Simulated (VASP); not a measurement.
# CsGaCl2 (P-3m1) in VASP: further runs

CsGaCl2 is run at these levels: PBE; tasks: single point, relaxation of cell and atoms.

All numbers are computed with VASP 6.6.1; they aren't measurements. Logs are shortened: lines on timing, memory, paths and dates and some standing lists are left out, and cuts for length are marked.

## Step 1: The cell of the first run

Symmetry: P-3m1, No. 164, trigonal system. Conventional cell: a = 4.553 Å, b = 4.553 Å, c = 7.936 Å, α = 90.00°, β = 90.00°, γ = 120.00°. Within 4.6 Å of Cs (site symmetry -3m) lie 6 Cl at 3.47 Å and 2 Ga at 3.97 Å and 6 Cs at 4.55 Å. Ga (site symmetry -3m) has 6 Cl at 3.13 Å and 2 Cs at 3.97 Å within 4.1 Å. Cl (site symmetry 3m) has 3 Ga at 3.13 Å and 3 Cs at 3.47 Å within 4.1 Å.

## Step 2: Single point, PBE

Input file INCAR:

```
SYSTEM = CsGaCl2
PREC = Accurate ; ENCUT = 520
EDIFF = 1E-7 ; ISMEAR = 0
SIGMA = 0.02 ; LREAL = .False.
LASPH = .True. ; NELM = 100
ALGO = Normal ; ISIF = 2
LWAVE = .False. ; LCHARG = .True.
GGA = PE ; LELF = .True.
LVHAR = .True. ; NBANDS = 26
```

Input file KPOINTS:

```
Automatic mesh
0
Gamma
  6 6 4
  0 0 0
```

Input file POSCAR:

```
CsGaCl2
1.0
    4.5533404820      0.0000000000      0.0000000000
   -2.2766702410      3.9433085295      0.0000000000
    0.0000000000      0.0000000000      7.9361072134
Cs Ga Cl
1 1 2
Direct
    0.0000000000      0.0000000000      0.5000000000
    0.0000000000      0.0000000000      0.0000000000
    0.3333333333      0.6666666667      0.7853480503
    0.6666666667      0.3333333333      0.2146519497
```

Potentials or basis: VASP PAW PBE potentials, release 64 (Cs_sv, Ga_d, Cl).

On the command line:

```
$ cat potpaw_PBE.64/Cs_sv/POTCAR potpaw_PBE.64/Ga_d/POTCAR potpaw_PBE.64/Cl/POTCAR > POTCAR
$ mpirun -np 1 vasp_std > vasp.out
```

OUTCAR:

```text
SYSTEM = CsGaCl2
   PREC = Accurate
   ENCUT = 520
   EDIFF = 1E-7
   ISMEAR = 0
   LREAL = .False.
   LASPH = .True.
   NELM = 100
   ISIF = 2
   GGA = PE

 ion  position               nearest neighbor table
   1  0.000  0.000  0.500-
   2  0.000  0.000  0.000-
   3  0.333  0.667  0.785-
   4  0.667  0.333  0.215-

  LATTYP: Found a hexagonal cell.
 ALAT       =     4.5533404820
 C/A-ratio  =     1.7429197849

  Lattice vectors:

 A1 = (   4.5533404820,   0.0000000000,   0.0000000000)
 A2 = (  -2.2766702410,   3.9433085295,   0.0000000000)
 A3 = (   0.0000000000,   0.0000000000,   7.9361072134)

Analysis of symmetry for initial positions (statically):
=====================================================================
 Subroutine PRICEL returns:
 Original cell was already a primitive cell.

 Routine SETGRP: Setting up the symmetry group for a
 hexagonal supercell.

 Subroutine GETGRP returns: Found 12 space group operations
 (whereof 12 operations were pure point group operations)
 out of a pool of 24 trial point group operations.

The static configuration has the point symmetry D_3d.

Analysis of symmetry for dynamics (positions and initial velocities):
=====================================================================
 Subroutine PRICEL returns:
 Original cell was already a primitive cell.

 Routine SETGRP: Setting up the symmetry group for a
 hexagonal supercell.

 Subroutine GETGRP returns: Found 12 space group operations
 (whereof 12 operations were pure point group operations)
 out of a pool of 24 trial point group operations.

The dynamic configuration has the point symmetry D_3d.

 Subroutine INISYM returns: Found 12 space group operations
 (whereof 12 operations are pure point group operations),
 and found     1 'primitive' translations

----------------------------------------------------------------------------------------

                                     Primitive cell

  volume of cell :     142.4946

  direct lattice vectors                    reciprocal lattice vectors
     4.553340482  0.000000000  0.000000000     0.219618982  0.126797078  0.000000000
    -2.276670241  3.943308529  0.000000000     0.000000000  0.253594156  0.000000000
     0.000000000  0.000000000  7.936107213     0.000000000  0.000000000  0.126006362

  length of vectors
     4.553340482  4.553340482  7.936107213     0.253594156  0.253594156  0.126006362

  position of ions in fractional coordinates (direct lattice)
     0.000000000  0.000000000  0.500000000
     0.000000000  0.000000000  0.000000000
     0.333333333  0.666666667  0.785348050
     0.666666667  0.333333333  0.214651950

  ion indices of the primitive-cell ions
   primitive index   ion index
                 1           1
                 2           2
                 3           3
                 4           4

----------------------------------------------------------------------------------------

 KPOINTS: Automatic mesh

Automatic generation of k-mesh.
 Grid dimensions read from file:
 generate k-points for:    6    6    4

 Generating k-lattice:

  Cartesian coordinates                     Fractional coordinates (reciprocal lattice)
     0.036603164  0.021132846  0.000000000     0.166666667  0.000000000  0.000000000
     0.000000000  0.042265693  0.000000000     0.000000000  0.166666667  0.000000000
     0.000000000  0.000000000  0.031501591     0.000000000  0.000000000  0.250000000

  Length of vectors
     0.042265693  0.042265693  0.031501591

  Shift w.r.t. Gamma in fractional coordinates (k-lattice)
     0.000000000  0.000000000  0.000000000

 Subroutine IBZKPT returns following result:
 ===========================================

 Found     24 irreducible k-points:

 Following reciprocal coordinates:
            Coordinates               Weight
  0.000000  0.000000  0.000000      1.000000
  0.166667  0.000000  0.000000      6.000000
  0.333333  0.000000  0.000000      6.000000
  0.500000  0.000000  0.000000      3.000000
  0.166667  0.166667  0.000000      6.000000
  0.333333  0.166667  0.000000     12.000000
[... 16 lines left out ...]
  0.333333  0.166667  0.500000     12.000000
  0.333333  0.333333  0.500000      2.000000
   k-points           NKPTS =     24   k-points in BZ     NKDIM =     24   number of bands    NBANDS=     26
   number of dos      NEDOS =    301   number of ions     NIONS =      4
   total plane-waves  NPLWV =  77760
   dimension x,y,z NGX =    36 NGY =   36 NGZ =   60
   dimension x,y,z NGXF=    72 NGYF=   72 NGZF=  120
   ions per type =               1   1   2
   NGX,Y,Z   is equivalent  to a cutoff of  13.14, 13.14, 12.57 a.u.
   NGXF,Y,Z  is equivalent  to a cutoff of  26.29, 26.29, 25.14 a.u.
 SYSTEM =  CsGaCl2
   PREC   = accura    normal or accurate (medium, high low for compatibility)
   ISTART =      0    job   : 0-new  1-cont  2-samecut
   ICHARG =      2    charge: 1-file 2-atom 10-const
   ISPIN  =      1    spin polarized calculation?
   LNONCOLLINEAR =      F non collinear calculations
   LSORBIT =      F    spin-orbit coupling
   LASPH  =      T    aspherical Exc in radial PAW
   ENCUT  =  520.0 eV  38.22 Ry    6.18 a.u.   8.47  8.47 14.76*2*pi/ulx,y,z
   NELM   =    100;   NELMIN=  2; NELMDL= -5     # of ELM steps
   EDIFF  = 0.1E-06   stopping-criterion for ELM
   LREAL  =      F    real-space projection
   EDIFFG = 0.1E-05   stopping-criterion for IOM
   NSW    =      0    number of steps for IOM
   IBRION =     -1    ionic relax: 0-MD 1-quasi-New 2-CG
   NFREE  =      0    steps in history (QN), initial steepest desc. (CG)
   ISIF   =      2    stress and relaxation
   ISYM   =      2    0-nonsym 1-usesym 2-fastsym
   POTIM  = 0.5000    time-step for ionic-motion
   TEBEG  =    0.0;   TEEND  =   0.0 temperature during run
   PSTRESS=    0.0 pullay stress
   NELECT =      36.0000    total number of electrons
   NUPDOWN=      -1.0000    fix difference up-down
   EMIN   =  10.00;   EMAX   =-10.00  energy-range for DOS
   EFERMI =   0.00;   METHOD = LEGACY
   ISMEAR =     0;   SIGMA  =   0.02  broadening in eV -4-tet -1-fermi 0-gaus
   EFERMI_NEDOS =   21; number of points for ismear=-14 and -15
   IALGO  =     38    algorithm
   IMIX   =      4    mixing-type and parameters
     AMIX     =   0.40;   BMIX     =  1.00
     AMIX_MAG =   1.60;   BMIX_MAG =  1.00
  volume/ion in A,a.u.               =      35.62       240.40
  Fermi-wavevector in a.u.,A,eV,Ry     =   1.034927  1.955728 14.572832  1.071073
  Thomas-Fermi vector in A             =   2.169245
   LORBIT       =      0    0 simple, 1 ext, 2 COOP (PROOUT), +10 PAW based schemes
   GGA     = PE    functional components
   LHFCALC =     F    Hartree Fock is set to
   AEXX    =    0.0000 exact exchange contribution
   IVDW    =     0    specifies the selected vdW correction
   LEPSILON=     F    determine dielectric tensor
   LRPA    =     F    only Hartree local field effects (RPA)
 non-spin polarized calculation
 Gauss-broadening in eV      SIGMA  =   0.02
  energy-cutoff  :      520.00
  volume of cell :      142.49
 maximum number of plane-waves:      3882
 NGX is ok and might be reduce to    36
   NGX = 17   NGY = 17   NGZ = 29

 number of electron      35.9999989 magnetization

 Free energy of the ion-electron system (eV)
  ---------------------------------------------------
  ext. energy  EPLUGINS =         0.00000000
  ---------------------------------------------------
  free energy    TOTEN  =       -12.53503320 eV

  energy without entropy =      -12.53503320  energy(sigma->0) =      -12.53503320

 E-fermi :   0.0220     XC(G=0):  -7.6984

 val. band max:       -0.0625036278   @ k =   0.3333   0.3333   0.5000
 cond. band min:       2.9353031837   @ k =   0.0000   0.0000   0.5000
 fundamental gap:      2.9978068116
 Fermi energy:         0.0220008482

 k-point     1 :       0.0000    0.0000    0.0000
  band No.  band energies     occupation
      1     -20.3595      2.00000
      2     -13.3454      2.00000
      3     -13.2899      2.00000
      4     -13.2745      2.00000
      5     -13.2661      2.00000
      6     -13.2661      2.00000
[... 18 lines left out ...]
     25       6.5542      0.00000
     26       7.4065      0.00000

 k-point     2 :       0.1667    0.0000    0.0000
  band No.  band energies     occupation
      1     -20.3466      2.00000
      2     -13.3631      2.00000
      3     -13.3284      2.00000
      4     -13.2740      2.00000
      5     -13.2664      2.00000
      6     -13.2606      2.00000
[... 18 lines left out ...]
     25       6.9161      0.00000
     26       7.3500      0.00000

 k-point     3 :       0.3333    0.0000    0.0000
  band No.  band energies     occupation
      1     -20.3207      2.00000
      2     -13.4152      2.00000
      3     -13.2966      2.00000
      4     -13.2733      2.00000
      5     -13.2669      2.00000
      6     -13.2609      2.00000
[... 18 lines left out ...]
     25       7.4696      0.00000
     26       7.8388      0.00000

 k-point     4 :       0.5000    0.0000    0.0000
  band No.  band energies     occupation
      1     -20.3077      2.00000
      2     -13.4328      2.00000
      3     -13.2791      2.00000
      4     -13.2744      2.00000
      5     -13.2671      2.00000
      6     -13.2611      2.00000
[... 18 lines left out ...]
     25       7.8446      0.00000
     26       7.9857      0.00000

 k-point     5 :       0.1667    0.1667    0.0000
  band No.  band energies     occupation
      1     -20.3273      2.00000
      2     -13.3968      2.00000
      3     -13.3346      2.00000
      4     -13.2749      2.00000
      5     -13.2607      2.00000
      6     -13.2597      2.00000
[... 18 lines left out ...]
     25       7.3781      0.00000
     26       7.7497      0.00000

 k-point     6 :       0.3333    0.1667    0.0000
  band No.  band energies     occupation
      1     -20.3077      2.00000
      2     -13.4190      2.00000
      3     -13.3448      2.00000
      4     -13.2743      2.00000
      5     -13.2606      2.00000
      6     -13.2585      2.00000
[... 427 lines left out ...]
 k-point    21 :       0.5000    0.0000    0.5000
  band No.  band energies     occupation
      1     -20.3076      2.00000
      2     -13.4445      2.00000
      3     -13.2748      2.00000
      4     -13.2671      2.00000
      5     -13.2611      2.00000
      6     -13.2526      2.00000
[... 18 lines left out ...]
     25       7.9460      0.00000
     26       8.0049      0.00000

 k-point    22 :       0.1667    0.1667    0.5000
  band No.  band energies     occupation
      1     -20.3272      2.00000
      2     -13.3911      2.00000
      3     -13.3442      2.00000
      4     -13.2756      2.00000
      5     -13.2606      2.00000
      6     -13.2600      2.00000
[... 18 lines left out ...]
     25       7.7239      0.00000
     26       8.0149      0.00000

 k-point    23 :       0.3333    0.1667    0.5000
  band No.  band energies     occupation
      1     -20.3076      2.00000
      2     -13.4250      2.00000
      3     -13.3387      2.00000
      4     -13.2747      2.00000
      5     -13.2606      2.00000
      6     -13.2583      2.00000
[... 18 lines left out ...]
     25       7.8576      0.00000
     26       7.9763      0.00000

 k-point    24 :       0.3333    0.3333    0.5000
  band No.  band energies     occupation
      1     -20.3011      2.00000
      2     -13.3946      2.00000
      3     -13.3945      2.00000
      4     -13.2743      2.00000
      5     -13.2594      2.00000
      6     -13.2594      2.00000
[... 18 lines left out ...]
     25       7.7759      0.00000
     26       8.8021      0.00000

------------------------ aborting loop because EDIFF is reached ----------------------------------------

  FORCE on cell =-STRESS in cart. coord.  units (eV):
  Direction    XX          YY          ZZ          XY          YZ          ZX
  --------------------------------------------------------------------------------------
  -------------------------------------------------------------------------------------
  Total        0.0002438      0.0002438      0.0207739      0.0000000      0.0000000      0.0000000
  in kB        0.0027415      0.0027415      0.2335768      0.0000000      0.0000000      0.0000000
  external PRESSURE =       0.0796866 kB  Pullay stress =       0.0000000 kB

 VOLUME and BASIS-vectors are now :
 -----------------------------------------------------------------------------
  energy-cutoff  :      520.00
  volume of cell :      142.49
      direct lattice vectors                 reciprocal lattice vectors
     4.553340482  0.000000000  0.000000000     0.219618982  0.126797078  0.000000000
    -2.276670241  3.943308529  0.000000000     0.000000000  0.253594156  0.000000000
     0.000000000  0.000000000  7.936107213     0.000000000  0.000000000  0.126006362

 POSITION                                       TOTAL-FORCE (eV/Angst)
 -----------------------------------------------------------------------------------
      0.00000      0.00000      3.96805         0.000000      0.000000      0.000000
      0.00000      0.00000      0.00000         0.000000      0.000000      0.000000
     -0.00000      2.62887      6.23261         0.000000     -0.000000      0.000174
      2.27667      1.31444      1.70350        -0.000000      0.000000     -0.000174
 -----------------------------------------------------------------------------------
    total drift:                                0.000000     -0.000000      0.000000

  FREE ENERGIE OF THE ION-ELECTRON SYSTEM (eV)
  ---------------------------------------------------
  free  energy   TOTEN  =       -12.5350331991 eV

  energy  without entropy=      -12.5350331991  energy(sigma->0) =      -12.53503320
```

Wall time 43 s (1 thread of Intel Xeon 6975P-C (Granite Rapids), shared host); peak memory 0.31 GiB.

What came out:

| Property | Result |
| --- | --- |
| Free energy | -12.5350 eV |
| Pressure | 0.0 GPa |
| Band gap on the k mesh | 3.00 eV, indirect (least direct gap 3.27 eV) |

Caveat: spin-orbit coupling is left out, which moves the levels of the heavy elements. A k mesh can miss the band edges.

## Step 3: Relaxation of cell and atoms, PBE

This run uses another cell than the first one, of 35.74 Å³/atom, 1.003 times its volume.

Input file INCAR:

```
ALGO = Normal ; EDIFF = 1E-7
EDIFFG = -0.01 ; ENCUT = 600
GGA = PE ; IBRION = 2
ISIF = 3 ; ISMEAR = 0
LASPH = True ; LCHARG = False
LREAL = False ; LWAVE = False
NELM = 100 ; NSW = 100
PREC = Accurate ; SIGMA = 0.02
```

Input file KPOINTS:

```
k-points
0
Gamma
  6 6 4
```

Input file POSCAR:

```
CsGaCl2
1.0
    4.5843792600      0.0000000000      0.0000000000
   -2.2921896300      3.9701888998      0.0000000000
    0.0000000000      0.0000000000      7.8542059857
Cs Ga Cl
1 1 2
Direct
    0.0000000000      0.0000000000      0.5000000000
    0.0000000000      0.0000000000      0.0000000000
    0.3333333333      0.6666666667      0.7847582185
    0.6666666667      0.3333333333      0.2152417815
```

Potentials or basis: VASP PAW PBE potentials, release 64 (Cs_sv, Ga_d, Cl).

On the command line:

```
$ cat potpaw_PBE.64/Cs_sv/POTCAR potpaw_PBE.64/Ga_d/POTCAR potpaw_PBE.64/Cl/POTCAR > POTCAR
$ mpirun -np 1 vasp_std > vasp.out
```

Wall time 2.1 min (1 thread of Intel Xeon 6975P-C (Granite Rapids), shared host); peak memory 0.38 GiB.

It converged, with:

```yaml
Free_energy: -12.5352 eV
Relaxed_volume: 35.75 Å³/atom
Relaxed_cell: a = 4.559 Å, b = 4.559 Å, c = 7.946 Å, α = 90.00°, β = 90.00°, γ = 120.00°
Space_group_after_relaxing_to_0.05_Å: P-3m1 (No. 164)
Energy_gained_by_relaxing: 0.5 meV/atom
Ionic_steps: 4
Pressure_after_relaxing: 0.0 GPa
Largest_force_after_relaxing: 0.005 eV/Å
Band_gap_on_the_k_mesh: 3.00 eV, indirect (least direct gap 3.28 eV)
```

Forces in eV/Å, atoms in the order of the input:
```
Cs   0.000  0.000  0.000
Ga   0.000  0.000  0.000
Cl   0.000  0.000 -0.005
Cl   0.000  0.000  0.005
```

The path:
| step | energy change (eV) | largest force (eV/Å) | pressure (GPa) | volume (Å³) |
| --- | --- | --- | --- | --- |
| 1 | 0.0000 | 0.0259 | 0.00 | 142.95 |
| 2 | -0.0007 | 0.0195 | -0.01 | 142.97 |
| 3 | -0.0018 | 0.0022 | -0.03 | 143.00 |
| 4 | -0.0019 | 0.0053 | -0.04 | 143.02 |

Final structure:
```
Cs Ga Cl
1.0
     4.55872    0.00000    0.00000
    -2.27936    3.94797    0.00000
     0.00000    0.00000    7.94634
Cs Ga Cl
1 1 2
Cartesian
  0.0000 0.0000 3.9732
  0.0000 0.0000 0.0000
  0.0000 2.6320 6.2421
  2.2794 1.3160 1.7043
```

Levels at points of the mesh, in eV from the valence-band top:
| k point | band 14 | band 15 | band 16 | band 17 | band 18 | band 19 | band 20 | band 21 | band 22 |
| --- | --- | --- | --- | --- | --- | --- | --- | --- | --- |
| (0.00, 0.00, 0.00) | -1.39 | -1.27 | -1.27 | -1.24 | -0.72 | 3.68 | 4.46 | 5.16 | 5.16 |
| (0.50, 0.00, 0.00) | -1.58 | -1.54 | -1.48 | -1.41 | -0.36 | 4.14 | 4.80 | 4.97 | 5.35 |
| (0.00, 0.00, 0.50) | -1.39 | -1.39 | -1.28 | -1.28 | -0.28 | 3.00 | 4.60 | 4.98 | 4.98 |
| (0.50, 0.00, 0.50) | -1.80 | -1.74 | -1.24 | -1.22 | -0.19 | 3.71 | 4.23 | 5.29 | 5.45 |

Caveat: spin-orbit coupling is left out, which moves the levels of the heavy elements.
